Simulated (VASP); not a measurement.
# TePb (Fm-3m) in VASP: notebook

Runs on TePb. Level: PBEsol. Tasks: single point, relaxation of cell and atoms.

Program: VASP 6.6.1. These are calculated values, not measurements. Logs are shortened: lines on timing, memory, paths and dates and some standing lists are left out, and cuts for length are marked.

**1. The cell of the first run**

It takes space group Fm-3m (No. 225, cubic). The conventional cell has a = 6.443 Å, b = 6.443 Å, c = 6.443 Å, α = 90.00°, β = 90.00°, γ = 90.00°. Within 4.2 Å of Te (site symmetry m-3m) lie 6 Pb at 3.22 Å. Within 4.2 Å of Pb (site symmetry m-3m) lie 6 Te at 3.22 Å.

**2. Single point, PBEsol**

INCAR

```
SYSTEM = TePb
PREC = Accurate ; ENCUT = 520
EDIFF = 1E-6 ; ISMEAR = -1
SIGMA = 0.1 ; LREAL = .False.
LASPH = .True. ; NELM = 100
ALGO = Normal ; ISIF = 2
LWAVE = .False. ; LCHARG = .True.
GGA = PS ; LELF = .True.
LVHAR = .True. ; NBANDS = 17
```

KPOINTS

```
Automatic mesh
0
Gamma
  10 10 10
  0 0 0
```

POSCAR

```
TePb
1.0
    0.0000000000      3.2213337950      3.2213337950
    3.2213337950      0.0000000000      3.2213337950
    3.2213337950      3.2213337950      0.0000000000
Te Pb
1 1
Direct
    0.5000000000      0.5000000000      0.5000000000
    0.0000000000      0.0000000000      0.0000000000
```

Potentials or basis: VASP PAW PBE potentials, release 64 (Te, Pb_d).

Run with:

```sh
$ cat potpaw_PBE.64/Te/POTCAR potpaw_PBE.64/Pb_d/POTCAR > POTCAR
$ mpirun -np 1 vasp_std > vasp.out
```

OUTCAR:

```text
SYSTEM = TePb
   PREC = Accurate
   ENCUT = 520
   EDIFF = 1E-6
   ISMEAR = -1
   LREAL = .False.
   LASPH = .True.
   NELM = 100
   ISIF = 2
   GGA = PS

 ion  position               nearest neighbor table
   1  0.500  0.500  0.500-   2 3.22   2 3.22   2 3.22   2 3.22   2 3.22   2 3.22
   2  0.000  0.000  0.000-   1 3.22   1 3.22   1 3.22   1 3.22   1 3.22   1 3.22

  LATTYP: Found a face centered cubic cell.
 ALAT       =     6.4426675900

  Lattice vectors:

 A1 = (   0.0000000000,   3.2213337950,   3.2213337950)
 A2 = (   3.2213337950,   0.0000000000,   3.2213337950)
 A3 = (   3.2213337950,   3.2213337950,   0.0000000000)

Analysis of symmetry for initial positions (statically):
=====================================================================
 Subroutine PRICEL returns:
 Original cell was already a primitive cell.

 Routine SETGRP: Setting up the symmetry group for a
 face centered cubic supercell.

 Subroutine GETGRP returns: Found 48 space group operations
 (whereof 48 operations were pure point group operations)
 out of a pool of 48 trial point group operations.

The static configuration has the point symmetry O_h .

Analysis of symmetry for dynamics (positions and initial velocities):
=====================================================================
 Subroutine PRICEL returns:
 Original cell was already a primitive cell.

 Routine SETGRP: Setting up the symmetry group for a
 face centered cubic supercell.

 Subroutine GETGRP returns: Found 48 space group operations
 (whereof 48 operations were pure point group operations)
 out of a pool of 48 trial point group operations.

The dynamic configuration has the point symmetry O_h .

 Subroutine INISYM returns: Found 48 space group operations
 (whereof 48 operations are pure point group operations),
 and found     1 'primitive' translations

----------------------------------------------------------------------------------------

                                     Primitive cell

  volume of cell :      66.8555

  direct lattice vectors                    reciprocal lattice vectors
     0.000000000  3.221333795  3.221333795    -0.155215210  0.155215210  0.155215210
     3.221333795  0.000000000  3.221333795     0.155215210 -0.155215210  0.155215210
     3.221333795  3.221333795  0.000000000     0.155215210  0.155215210 -0.155215210

  length of vectors
     4.555653942  4.555653942  4.555653942     0.268840629  0.268840629  0.268840629

  position of ions in fractional coordinates (direct lattice)
     0.500000000  0.500000000  0.500000000
     0.000000000  0.000000000  0.000000000

  ion indices of the primitive-cell ions
   primitive index   ion index
                 1           1
                 2           2

----------------------------------------------------------------------------------------

 KPOINTS: Automatic mesh

Automatic generation of k-mesh.
 Grid dimensions read from file:
 generate k-points for:   10   10   10

 Generating k-lattice:

  Cartesian coordinates                     Fractional coordinates (reciprocal lattice)
    -0.015521521  0.015521521  0.015521521     0.100000000  0.000000000  0.000000000
     0.015521521 -0.015521521  0.015521521     0.000000000  0.100000000  0.000000000
     0.015521521  0.015521521 -0.015521521     0.000000000  0.000000000  0.100000000

  Length of vectors
     0.026884063  0.026884063  0.026884063

  Shift w.r.t. Gamma in fractional coordinates (k-lattice)
     0.000000000  0.000000000  0.000000000

 Subroutine IBZKPT returns following result:
 ===========================================

 Found     47 irreducible k-points:

 Following reciprocal coordinates:
            Coordinates               Weight
  0.000000  0.000000  0.000000      1.000000
  0.100000  0.000000  0.000000      8.000000
  0.200000  0.000000  0.000000      8.000000
  0.300000  0.000000  0.000000      8.000000
  0.400000  0.000000  0.000000      8.000000
  0.500000  0.000000  0.000000      4.000000
[... 16 lines left out ...]
  0.300000  0.300000  0.000000      6.000000
  0.400000  0.300000  0.000000     24.000000
 [... further k-points ...]
   k-points           NKPTS =     47   k-points in BZ     NKDIM =     47   number of bands    NBANDS=     17
   number of dos      NEDOS =    301   number of ions     NIONS =      2
   total plane-waves  NPLWV =  46656
   dimension x,y,z NGX =    36 NGY =   36 NGZ =   36
   dimension x,y,z NGXF=    72 NGYF=   72 NGZF=   72
   ions per type =               1   1
   NGX,Y,Z   is equivalent  to a cutoff of  13.14, 13.14, 13.14 a.u.
   NGXF,Y,Z  is equivalent  to a cutoff of  26.27, 26.27, 26.27 a.u.
 SYSTEM =  TePb
   PREC   = accura    normal or accurate (medium, high low for compatibility)
   ISTART =      0    job   : 0-new  1-cont  2-samecut
   ICHARG =      2    charge: 1-file 2-atom 10-const
   ISPIN  =      1    spin polarized calculation?
   LNONCOLLINEAR =      F non collinear calculations
   LSORBIT =      F    spin-orbit coupling
   LASPH  =      T    aspherical Exc in radial PAW
   ENCUT  =  520.0 eV  38.22 Ry    6.18 a.u.   8.47  8.47  8.47*2*pi/ulx,y,z
   NELM   =    100;   NELMIN=  2; NELMDL= -5     # of ELM steps
   EDIFF  = 0.1E-05   stopping-criterion for ELM
   LREAL  =      F    real-space projection
   EDIFFG = 0.1E-04   stopping-criterion for IOM
   NSW    =      0    number of steps for IOM
   IBRION =     -1    ionic relax: 0-MD 1-quasi-New 2-CG
   NFREE  =      0    steps in history (QN), initial steepest desc. (CG)
   ISIF   =      2    stress and relaxation
   ISYM   =      2    0-nonsym 1-usesym 2-fastsym
   POTIM  = 0.5000    time-step for ionic-motion
   TEBEG  =    0.0;   TEEND  =   0.0 temperature during run
   PSTRESS=    0.0 pullay stress
   NELECT =      20.0000    total number of electrons
   NUPDOWN=      -1.0000    fix difference up-down
   EMIN   =  10.00;   EMAX   =-10.00  energy-range for DOS
   EFERMI =   0.00;   METHOD = LEGACY
   ISMEAR =    -1;   SIGMA  =   0.10  broadening in eV -4-tet -1-fermi 0-gaus
   EFERMI_NEDOS =   21; number of points for ismear=-14 and -15
   IALGO  =     38    algorithm
   IMIX   =      4    mixing-type and parameters
     AMIX     =   0.40;   BMIX     =  1.00
     AMIX_MAG =   1.60;   BMIX_MAG =  1.00
  volume/ion in A,a.u.               =      33.43       225.58
  Fermi-wavevector in a.u.,A,eV,Ry     =   1.094895  2.069051 16.310594  1.198795
  Thomas-Fermi vector in A             =   2.231208
   LORBIT       =      0    0 simple, 1 ext, 2 COOP (PROOUT), +10 PAW based schemes
   GGA     = PS    functional components
   LHFCALC =     F    Hartree Fock is set to
   AEXX    =    0.0000 exact exchange contribution
   IVDW    =     0    specifies the selected vdW correction
   LEPSILON=     F    determine dielectric tensor
   LRPA    =     F    only Hartree local field effects (RPA)
 non-spin polarized calculation
  energy-cutoff  :      520.00
  volume of cell :       66.86
 maximum number of plane-waves:      1829
 NGX is ok and might be reduce to    36
   NGX = 17   NGY = 17   NGZ = 17

 number of electron      20.0000002 magnetization

 Free energy of the ion-electron system (eV)
  ---------------------------------------------------
  ext. energy  EPLUGINS =         0.00000000
  ---------------------------------------------------
  free energy    TOTEN  =        -8.25938085 eV

  energy without entropy =       -8.25859410  energy(sigma->0) =       -8.25898747

 E-fermi :   5.9585     XC(G=0):  -9.5106

 val. band max:        5.5773030676   @ k =   0.5000   0.0000   0.0000
 cond. band min:       6.2269968056   @ k =   0.5000   0.0000   0.0000
 fundamental gap:      0.6496937380
 Fermi energy:         5.9585370749

 k-point     1 :       0.0000    0.0000    0.0000
  band No.  band energies     occupation
      1     -11.0660      2.00000
      2     -11.0660      2.00000
      3     -11.0544      2.00000
      4     -11.0544      2.00000
      5     -11.0544      2.00000
      6      -6.5328      2.00000
[... 9 lines left out ...]
     16      11.3138      0.00000
     17      12.7791      0.00000

 k-point     2 :       0.1000    0.0000    0.0000
  band No.  band energies     occupation
      1     -11.0672      2.00000
      2     -11.0672      2.00000
      3     -11.0542      2.00000
      4     -11.0530      2.00000
      5     -11.0530      2.00000
      6      -6.4455      2.00000
[... 9 lines left out ...]
     16      11.5082      0.00000
     17      13.5504      0.00000

 k-point     3 :       0.2000    0.0000    0.0000
  band No.  band energies     occupation
      1     -11.0710      2.00000
      2     -11.0710      2.00000
      3     -11.0535      2.00000
      4     -11.0486      2.00000
      5     -11.0486      2.00000
      6      -6.1896      2.00000
[... 9 lines left out ...]
     16      12.0387      0.00000
     17      15.0059      0.00000

 k-point     4 :       0.3000    0.0000    0.0000
  band No.  band energies     occupation
      1     -11.0760      2.00000
      2     -11.0760      2.00000
      3     -11.0528      2.00000
      4     -11.0428      2.00000
      5     -11.0428      2.00000
      6      -5.7901      2.00000
[... 9 lines left out ...]
     16      12.8662      0.00000
     17      16.4359      0.00000

 k-point     5 :       0.4000    0.0000    0.0000
  band No.  band energies     occupation
      1     -11.0802      2.00000
      2     -11.0802      2.00000
      3     -11.0523      2.00000
      4     -11.0380      2.00000
      5     -11.0380      2.00000
      6      -5.3268      2.00000
[... 9 lines left out ...]
     16      13.9350      0.00000
     17      15.9431      0.00000

 k-point     6 :       0.5000    0.0000    0.0000
  band No.  band energies     occupation
      1     -11.0818      2.00000
      2     -11.0818      2.00000
      3     -11.0521      2.00000
      4     -11.0361      2.00000
      5     -11.0361      2.00000
      6      -5.0685      2.00000
[... 9 lines left out ...]
     16      14.8126      0.00000
     17      14.8126      0.00000

 k-point     7 :       0.1000    0.1000    0.0000
  band No.  band energies     occupation
      1     -11.0703      2.00000
      2     -11.0649      2.00000
      3     -11.0555      2.00000
      4     -11.0520      2.00000
      5     -11.0520      2.00000
      6      -6.4164      2.00000
[... 9 lines left out ...]
     16      11.8584      0.00000
     17      13.3524      0.00000

 k-point     8 :       0.2000    0.1000    0.0000
  band No.  band energies     occupation
      1     -11.0755      2.00000
      2     -11.0657      2.00000
      3     -11.0556      2.00000
      4     -11.0489      2.00000
      5     -11.0479      2.00000
      6      -6.2168      2.00000
[... 9 lines left out ...]
     16      12.4575      0.00000
     17      14.1923      0.00000
[... 203 lines left out ...]
      1     -11.0983      2.00000
      2     -11.0716      2.00000
      3     -11.0520      2.00000
      4     -11.0389      2.00000
      5     -11.0336      2.00000
      6      -5.0034      2.00000
[... 9 lines left out ...]
     16      15.0555      0.00000
     17      15.6766      0.00000

 k-point    20 :      -0.4000    0.2000    0.0000
  band No.  band energies     occupation
      1     -11.0939      2.00000
      2     -11.0757      2.00000
      3     -11.0482      2.00000
      4     -11.0403      2.00000
      5     -11.0354      2.00000
      6      -4.9208      2.00000
[... 9 lines left out ...]
     16      13.8795      0.00000
     17      16.3608      0.00000

 k-point    21 :      -0.3000    0.2000    0.0000
  band No.  band energies     occupation
      1     -11.0862      2.00000
      2     -11.0779      2.00000
      3     -11.0483      2.00000
      4     -11.0408      2.00000
      5     -11.0397      2.00000
      6      -5.2406      2.00000
[... 9 lines left out ...]
     16      14.2381      0.00000
     17      15.3616      0.00000

 k-point    22 :      -0.2000    0.2000    0.0000
  band No.  band energies     occupation
      1     -11.0778      2.00000
      2     -11.0775      2.00000
      3     -11.0511      2.00000
      4     -11.0444      2.00000
      5     -11.0413      2.00000
      6      -5.6601      2.00000
[... 9 lines left out ...]
     16      14.2208      0.00000
     17      14.7351      0.00000

 k-point    23 :       0.3000    0.3000    0.0000
  band No.  band energies     occupation
      1     -11.1047      2.00000
      2     -11.0614      2.00000
      3     -11.0582      2.00000
      4     -11.0368      2.00000
      5     -11.0368      2.00000
      6      -5.5674      2.00000
[... 9 lines left out ...]
     16      14.5000      0.00000
     17      14.8569      0.00000

 k-point    24 :       0.4000    0.3000    0.0000
  band No.  band energies     occupation
      1     -11.1132      2.00000
      2     -11.0613      2.00000
      3     -11.0589      2.00000
      4     -11.0338      2.00000
      5     -11.0327      2.00000
      6      -5.2500      2.00000
[... 9 lines left out ...]
     16      15.2407      0.00000
     17      15.7581      0.00000

 [... further k-points ...]
[... 5 lines left out ...]
  --------------------------------------------------------------------------------------
  -------------------------------------------------------------------------------------
  Total       -0.0149527     -0.0149527     -0.0149527      0.0000000      0.0000000      0.0000000
  in kB       -0.3583386     -0.3583386     -0.3583386      0.0000000      0.0000000      0.0000000
  external PRESSURE =      -0.3583386 kB  Pullay stress =       0.0000000 kB

 VOLUME and BASIS-vectors are now :
 -----------------------------------------------------------------------------
  energy-cutoff  :      520.00
  volume of cell :       66.86
      direct lattice vectors                 reciprocal lattice vectors
     0.000000000  3.221333795  3.221333795    -0.155215210  0.155215210  0.155215210
     3.221333795  0.000000000  3.221333795     0.155215210 -0.155215210  0.155215210
     3.221333795  3.221333795  0.000000000     0.155215210  0.155215210 -0.155215210

 POSITION                                       TOTAL-FORCE (eV/Angst)
 -----------------------------------------------------------------------------------
      3.22133      3.22133      3.22133         0.000000      0.000000      0.000000
      0.00000      0.00000      0.00000         0.000000      0.000000     -0.000000
 -----------------------------------------------------------------------------------
    total drift:                               -0.000000      0.000000      0.000000

  FREE ENERGIE OF THE ION-ELECTRON SYSTEM (eV)
  ---------------------------------------------------
  free  energy   TOTEN  =        -8.2593808451 eV

  energy  without entropy=       -8.2585941029  energy(sigma->0) =       -8.25898747
```

It took 18 s on 1 thread of Intel Xeon 6975P-C (Granite Rapids), shared host; peak memory 0.23 GiB.

Results:

```
Free energy            : -8.2594 eV
Pressure               : 0.0 GPa
Band gap on the k mesh : 0.65 eV, direct
```

Levels at points of the mesh, in eV from the valence-band top:
```csv
k point,band 6,band 7,band 8,band 9,band 10,band 11,band 12,band 13,band 14,band 15
"(0.00, 0.00, 0.00)",-12.11,-5.59,-1.37,-1.37,-1.37,4.07,4.07,4.07,5.74,5.74
"(0.50, 0.00, 0.00)",-10.65,-8.65,-0.90,-0.90,0.00,0.65,1.22,1.22,8.30,9.21
"(0.50, 0.50, 0.00)",-10.38,-7.32,-4.59,-2.86,-2.86,3.17,5.49,5.49,6.73,10.15
```

Caveat: the PAW data sets were made with another functional, which shifts forces and pressure a little; spin-orbit coupling is left out, which moves the levels of the heavy elements.

[end of part 1 of 2]
